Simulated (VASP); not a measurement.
# Sb (I4_1/amd) in VASP: a series of runs

Runs on Sb. Level: PBE. Tasks: relaxation of cell and atoms.

Everything below comes from runs of VASP 6.6.1. Logs are shortened: lines on timing, memory, paths and dates and some standing lists are left out, and cuts for length are marked.

### Step 1. The cell of the first run

Symmetry: I4_1/amd, No. 141, tetragonal system. Conventional cell: a = 4.920 Å, b = 4.920 Å, c = 2.706 Å, α = 90.00°, β = 90.00°, γ = 90.00°. Within 3.4 Å of Sb (site symmetry -4m2) lie 10 Sb at 2.55 to 3.19 Å.

### Step 2. Relaxation of cell and atoms, PBE, target pressure 100 GPa, at which the enthalpy is minimised

INCAR reads:

```
PREC     = Accurate       # precision mode
ENCUT    = 600            # plane-wave cutoff, eV
EDIFF    = 1E-6           # SCF threshold, eV
ISMEAR   = -1             # smearing method
SIGMA    = 0.08           # smearing width, eV
LREAL    = False          # projectors in reciprocal space
LASPH    = True           # aspherical terms in the spheres
NELM     = 60             # most SCF steps
ALGO     = Normal         # electronic algorithm
ISIF     = 3              # what is computed and relaxed
LWAVE    = False          # write WAVECAR
LCHARG   = False          # write CHGCAR
GGA      = PE             # functional
IBRION   = 2              # ionic algorithm
NSW      = 60             # ionic steps
EDIFFG   = -0.005         # ionic threshold
PSTRESS  = 1000.0
```

KPOINTS reads:

```
regular mesh
0
Gamma
  16 16 16
```

POSCAR reads:

```
Sb
1.0
   -2.4600268112      2.4600268112      1.3530147461
    2.4600268112     -2.4600268112      1.3530147461
    2.4600268112      2.4600268112     -1.3530147461
Sb
2
Direct
   -0.3750000000     -0.1250000000     -0.2500000000
    0.3750000000      0.1250000000      0.2500000000
```

Potentials or basis: VASP PAW PBE potentials, release 64 (Sb).

Started as:

```console
cat potpaw_PBE.64/Sb/POTCAR > POTCAR
mpirun -np 1 vasp_std > vasp.out
```

OUTCAR:

```text
PREC = Accurate
   ENCUT = 600
   EDIFF = 1E-6
   ISMEAR = -1
   LREAL = False
   LASPH = True
   NELM = 60
   ISIF = 3
   GGA = PE
   IBRION = 2
   NSW = 60
   EDIFFG = -0.005
   PSTRESS = 1000.0

 ion  position               nearest neighbor table
   1  0.625  0.875  0.750-   2 2.55   2 2.55   2 2.55   2 2.55   2 3.19   2 3.19   2 3.19   2 3.19

   2  0.375  0.125  0.250-   1 2.55   1 2.55   1 2.55   1 2.55   1 3.19   1 3.19   1 3.19   1 3.19

  LATTYP: Found a body centered tetragonal cell.
 ALAT       =     4.9200536224
 C/A-ratio  =     0.5500000000

  Lattice vectors:

 A1 = (  -2.4600268112,   2.4600268112,   1.3530147461)
 A2 = (   2.4600268112,  -2.4600268112,   1.3530147461)
 A3 = (   2.4600268112,   2.4600268112,  -1.3530147461)

Analysis of symmetry for initial positions (statically):
=====================================================================
 Subroutine PRICEL returns:
 Original cell was already a primitive cell.

 Routine SETGRP: Setting up the symmetry group for a
 body centered tetragonal supercell.

 Subroutine GETGRP returns: Found 16 space group operations
 (whereof  4 operations were pure point group operations)
 out of a pool of 16 trial point group operations.

The static configuration has the point symmetry C_2h.
 The point group associated with its full space group is D_4h.

Analysis of symmetry for dynamics (positions and initial velocities):
=====================================================================
 Subroutine PRICEL returns:
 Original cell was already a primitive cell.

 Routine SETGRP: Setting up the symmetry group for a
 body centered tetragonal supercell.

 Subroutine GETGRP returns: Found 16 space group operations
 (whereof  4 operations were pure point group operations)
 out of a pool of 16 trial point group operations.

The dynamic configuration has the point symmetry C_2h.
 The point group associated with its full space group is D_4h.

 Subroutine INISYM returns: Found 16 space group operations
 (whereof  4 operations are pure point group operations),
 and found     1 'primitive' translations

----------------------------------------------------------------------------------------

                                     Primitive cell

  volume of cell :      32.7523

  direct lattice vectors                    reciprocal lattice vectors
    -2.460026811  2.460026811  1.353014746     0.000000000  0.203249817  0.369545122
     2.460026811 -2.460026811  1.353014746     0.203249817  0.000000000  0.369545122
     2.460026811  2.460026811 -1.353014746     0.203249817  0.203249817  0.000000000

  length of vectors
     3.732842446  3.732842446  3.732842446     0.421751213  0.421751213  0.287438648

  position of ions in fractional coordinates (direct lattice)
     0.625000000  0.875000000  0.750000000
     0.375000000  0.125000000  0.250000000

  ion indices of the primitive-cell ions
   primitive index   ion index
                 1           1
                 2           2

----------------------------------------------------------------------------------------

 KPOINTS: regular mesh

Automatic generation of k-mesh.
 Grid dimensions read from file:
 generate k-points for:   16   16   16

 Generating k-lattice:

  Cartesian coordinates                     Fractional coordinates (reciprocal lattice)
     0.000000000  0.012703114  0.023096570     0.062500000 -0.000000000  0.000000000
     0.012703114  0.000000000  0.023096570    -0.000000000  0.062500000  0.000000000
     0.012703114  0.012703114  0.000000000     0.000000000  0.000000000  0.062500000

  Length of vectors
     0.026359451  0.026359451  0.017964916

  Shift w.r.t. Gamma in fractional coordinates (k-lattice)
     0.000000000  0.000000000  0.000000000

 Subroutine IBZKPT returns following result:
 ===========================================

 Found    349 irreducible k-points:

 Following reciprocal coordinates:
            Coordinates               Weight
  0.000000  0.000000  0.000000      1.000000
  0.062500  0.000000  0.000000      8.000000
  0.125000  0.000000  0.000000      8.000000
  0.187500  0.000000  0.000000      8.000000
  0.250000  0.000000  0.000000      8.000000
  0.312500  0.000000  0.000000      8.000000
[... 16 lines left out ...]
 -0.125000  0.062500 -0.000000     16.000000
 -0.062500  0.062500  0.000000      4.000000
 [... further k-points ...]
   k-points           NKPTS =    349   k-points in BZ     NKDIM =    349   number of bands    NBANDS=      9
   number of dos      NEDOS =    301   number of ions     NIONS =      2
   total plane-waves  NPLWV =  27000
   dimension x,y,z NGX =    30 NGY =   30 NGZ =   30
   dimension x,y,z NGXF=    60 NGYF=   60 NGZF=   60
   ions per type =               2
   NGX,Y,Z   is equivalent  to a cutoff of  13.36, 13.36, 13.36 a.u.
   NGXF,Y,Z  is equivalent  to a cutoff of  26.72, 26.72, 26.72 a.u.
 SYSTEM =  unknown system
   PREC   = accura    normal or accurate (medium, high low for compatibility)
   ISTART =      0    job   : 0-new  1-cont  2-samecut
   ICHARG =      2    charge: 1-file 2-atom 10-const
   ISPIN  =      1    spin polarized calculation?
   LNONCOLLINEAR =      F non collinear calculations
   LSORBIT =      F    spin-orbit coupling
   LASPH  =      T    aspherical Exc in radial PAW
   ENCUT  =  600.0 eV  44.10 Ry    6.64 a.u.   7.46  7.46  7.46*2*pi/ulx,y,z
   NELM   =     60;   NELMIN=  2; NELMDL= -5     # of ELM steps
   EDIFF  = 0.1E-05   stopping-criterion for ELM
   LREAL  =      F    real-space projection
   EDIFFG = -.5E-02   stopping-criterion for IOM
   NSW    =     60    number of steps for IOM
   IBRION =      2    ionic relax: 0-MD 1-quasi-New 2-CG
   NFREE  =      1    steps in history (QN), initial steepest desc. (CG)
   ISIF   =      3    stress and relaxation
   ISYM   =      2    0-nonsym 1-usesym 2-fastsym
   POTIM  = 0.5000    time-step for ionic-motion
   TEBEG  =    0.0;   TEEND  =   0.0 temperature during run
   PSTRESS= 1000.0 pullay stress
   NELECT =      10.0000    total number of electrons
   NUPDOWN=      -1.0000    fix difference up-down
   EMIN   =  10.00;   EMAX   =-10.00  energy-range for DOS
   EFERMI =   0.00;   METHOD = LEGACY
   ISMEAR =    -1;   SIGMA  =   0.08  broadening in eV -4-tet -1-fermi 0-gaus
   EFERMI_NEDOS =   21; number of points for ismear=-14 and -15
   IALGO  =     38    algorithm
   IMIX   =      4    mixing-type and parameters
     AMIX     =   0.40;   BMIX     =  1.00
     AMIX_MAG =   1.60;   BMIX_MAG =  1.00
  volume/ion in A,a.u.               =      16.38       110.51
  Fermi-wavevector in a.u.,A,eV,Ry     =   1.102370  2.083177 16.534070  1.215220
  Thomas-Fermi vector in A             =   2.238812
   LORBIT       =      0    0 simple, 1 ext, 2 COOP (PROOUT), +10 PAW based schemes
   GGA     = PE    functional components
   LHFCALC =     F    Hartree Fock is set to
   AEXX    =    0.0000 exact exchange contribution
   IVDW    =     0    specifies the selected vdW correction
   LEPSILON=     F    determine dielectric tensor
   LRPA    =     F    only Hartree local field effects (RPA)
 conjugate gradient relaxation of ions
 non-spin polarized calculation
  energy-cutoff  :      600.00
  volume of cell :       32.75
 maximum number of plane-waves:      1126
 NGX is ok and might be reduce to    30
   NGX = 15   NGY = 15   NGZ = 15

--------------------------------------- Ionic step        1  -------------------------------------------

 number of electron      10.0000000 magnetization

 number of electron       9.9999999 magnetization

 Free energy of the ion-electron system (eV)
  ---------------------------------------------------
  ext. energy  EPLUGINS =         0.00000000
  ---------------------------------------------------
  free energy    TOTEN  =        -2.00551389 eV

  energy without entropy =       -1.98708419  energy(sigma->0) =       -1.99629904

------------------------ aborting loop because EDIFF is reached ----------------------------------------

  FORCE on cell =-STRESS in cart. coord.  units (eV):
  Direction    XX          YY          ZZ          XY          YZ          ZX
  --------------------------------------------------------------------------------------
  -------------------------------------------------------------------------------------
  Total       26.6118684     26.6118684     23.5841187      0.0000000      0.0000000     -0.0000000
  in kB     1301.7984399   1301.7984399   1153.6870900      0.0000000      0.0000000     -0.0000000
  external PRESSURE =     252.4279899 kB  Pullay stress =    1000.0000000 kB
[... 93 lines left out ...]
  FREE ENERGIE OF THE ION-ELECTRON SYSTEM (eV)
  ---------------------------------------------------
  free  energy   TOTEN  =        -3.6340877318 eV

  energy  without entropy=       -3.6159143887  energy(sigma->0) =       -3.62500106

  enthalpy is  TOTEN    =        18.2802065374 eV   P V=       21.9142942692

[... ionic steps 4 to 11 ...]

--------------------------------------- Ionic step       12  -------------------------------------------

 number of electron      10.0000000 magnetization

------------------------ aborting loop because EDIFF is reached ----------------------------------------

  FORCE on cell =-STRESS in cart. coord.  units (eV):
  Direction    XX          YY          ZZ          XY          YZ          ZX
  --------------------------------------------------------------------------------------
  -------------------------------------------------------------------------------------
  Total       21.4219901     21.4219901     21.4990643      0.0000000      0.0000000      0.0000000
  in kB      987.7514766    987.7514766    991.3053094      0.0000000      0.0000000      0.0000000
  external PRESSURE =     -11.0639125 kB  Pullay stress =    1000.0000000 kB
[... 61 lines left out ...]
  enthalpy is  TOTEN    =        18.2590885392 eV   P V=       21.6271040240

--------------------------------------- Ionic step       14  -------------------------------------------

 number of electron      10.0000000 magnetization

 Free energy of the ion-electron system (eV)
  ---------------------------------------------------
  ext. energy  EPLUGINS =         0.00000000
  ---------------------------------------------------
  free energy    TOTEN  =        -3.36921511 eV

  energy without entropy =       -3.35170759  energy(sigma->0) =       -3.36046135

 E-fermi :  16.1577     XC(G=0): -12.1953

 val. band max:       16.1336600305   @ k =  -0.0625  -0.4375   0.0625
 cond. band min:      16.1670792540   @ k =  -0.1875   0.5000   0.0625
 fundamental gap:      0.0334192235
 Fermi energy:        16.1576508956

 k-point     1 :       0.0000    0.0000    0.0000
  band No.  band energies     occupation
      1      -1.9152      2.00000
      2       9.7782      2.00000
      3       9.8575      2.00000
      4       9.8575      2.00000
      5      15.9936      1.77209
      6      21.3887      0.00000
      7      21.3887      0.00000
      8      23.4491      0.00000
      9      23.8895      0.00000
[... 265 lines left out ...]
 k-point    24 :      -0.0625    0.0625    0.0000
  band No.  band energies     occupation
      1      -1.8663      2.00000
      2       8.6275      2.00000
      3       9.9179      2.00000
      4      10.8985      2.00000
      5      16.2213      0.62209
      6      20.8820      0.00000
      7      21.0928      0.00000
      8      23.5584      0.00000
      9      23.7359      0.00000

 [... further k-points ...]

------------------------ aborting loop because EDIFF is reached ----------------------------------------

  FORCE on cell =-STRESS in cart. coord.  units (eV):
  Direction    XX          YY          ZZ          XY          YZ          ZX
  --------------------------------------------------------------------------------------
  -------------------------------------------------------------------------------------
  Total       21.6265250     21.6265250     21.6257349      0.0000000     -0.0000000     -0.0000000
  in kB      999.9178838    999.9178838    999.8813502      0.0000000     -0.0000000     -0.0000000
  external PRESSURE =      -0.0942941 kB  Pullay stress =    1000.0000000 kB
[... 17 lines left out ...]
  FREE ENERGIE OF THE ION-ELECTRON SYSTEM (eV)
  ---------------------------------------------------
  free  energy   TOTEN  =        -3.3692151058 eV

  energy  without entropy=       -3.3517075906  energy(sigma->0) =       -3.36046135

  enthalpy is  TOTEN    =        18.2590859719 eV   P V=       21.6283010777

 reached required accuracy - stopping structural energy minimisation
```

It took 8.9 min on 1 thread of Intel Xeon Platinum 8488C (Sapphire Rapids), shared host; peak memory 0.29 GiB.

What came out:

```
Free energy                                                : -3.3692 eV
Relaxed volume                                             : 17.33 Å³/atom
Relaxed cell                                               : a = 3.832 Å, b = 3.832 Å, c = 3.832 Å, α = 97.09°, β = 97.09°, γ = 138.86°
Space group after relaxing (to 0.1 Å)                      : I4_1/amd (No. 141)
Energy change on relaxing (the run minimises the enthalpy) : -681.9 meV/atom
Ionic steps                                                : 14
Pressure after relaxing                                    : 100.0 GPa
Band gap on the k mesh                                     : zero (bands 5 and 6 overlap by 8.03 eV)
```

The path:
```csv
step,energy change (eV),largest force (eV/Å),pressure (GPa),volume (Å³)
1,0.0000,0.0000,125.24,32.75
2,-5.3138,0.0000,23.23,46.50
3,-1.6286,0.0000,94.69,35.11
4,-1.4172,0.0000,98.62,34.76
5,-1.3916,0.0000,99.12,34.72
6,-1.2682,0.0000,101.89,34.51
7,-1.3322,0.0000,100.58,34.60
8,-1.3306,0.0000,100.61,34.60
9,-1.4828,0.0000,97.77,34.85
10,-1.3613,0.0000,100.03,34.65
11,-1.3619,0.0000,100.03,34.65
12,-1.4227,0.0000,98.89,34.75
13,-1.3625,0.0000,100.01,34.65
14,-1.3637,0.0000,99.99,34.65
```

Final structure:
```xyz
2
Lattice="-2.5367 2.5367 1.3463 2.5367 -2.5367 1.3463 2.5367 2.5367 -1.3463" Properties=species:S:1:pos:R:3 pbc="T T T"
Sb    2.5367    1.2683    1.0097
Sb    0.0000    1.2683    0.3366
```

Caveat: the cell is relaxed towards a set pressure, so the run minimises the enthalpy, not the energy; spin-orbit coupling is left out, which moves the levels of the heavy elements.

(Continued in part 2 of 2.)

The gap in the log of VASP goes by the Fermi energy; the results here count the filled bands.